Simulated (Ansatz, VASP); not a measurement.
## One calculation of Li2S, two programs

Contents of INCAR:

```
ALGO = Normal
EDIFF = 1E-6
ENCUT = 750
GGA = PE
GGA_COMPAT = False
ISIF = 2
ISMEAR = 0
LASPH = True
LCHARG = True
LELF = True
LREAL = False
LVHAR = True
LWAVE = False
NBANDS = 13
NELM = 120
PREC = Accurate
SIGMA = 0.01
```

KPOINTS

```
k-points
0
Gamma
  6 6 6
```

POSCAR

```
Li2S
1.0
    0.0000000000      2.8528286954      2.8528286954
    2.8528286954      0.0000000000      2.8528286954
    2.8528286954      2.8528286954      0.0000000000
S Li
1 2
Direct
    0.0000000000      0.0000000000      0.0000000000
    0.2500000000      0.2500000000      0.2500000000
    0.7500000000      0.7500000000      0.7500000000
```

Input for Ansatz:

```yaml
crystal:
  lattice:
    - [0.0, 2.8528286954, 2.8528286954]
    - [2.8528286954, 0.0, 2.8528286954]
    - [2.8528286954, 2.8528286954, 0.0]
  atoms:
    - { symbol: S, position: [0.0, 0.0, 0.0] }
    - { symbol: Li, position: [0.25, 0.25, 0.25] }
    - { symbol: Li, position: [0.75, 0.75, 0.75] }
kpoints:
  mp_grid: { grid: [6, 6, 6] }
hamiltonian:
  xc: pbe
scf:
  occupations: { method: fixed }
  n_extra_bands: 4
output:
  forces: true
  stress: true
  eigenvalues: true
```

Alike in both runs: task single point; functional PBE; k mesh 6 × 6 × 6; no spin polarisation.

```csv
,VASP,Ansatz
version,VASP 6.6.1,Ansatz 0.2.0
potentials or method,"VASP PAW PBE potentials, release 64 (S, Li_sv)","plane waves, PAW"
plane-wave cutoff (eV),750,420
occupations,"gaussian, width 0.01 eV",fixed
valence electrons in the cell,12,12
```

Ansatz gave:

```
gap on the k mesh at the Fermi level (eV) : 3.39
pressure (GPa)                            : 0.0
```

Problem. Estimate VASP's values.

Solution. gap on the k mesh at the Fermi level (eV): 3.39; pressure (GPa): -0.1.
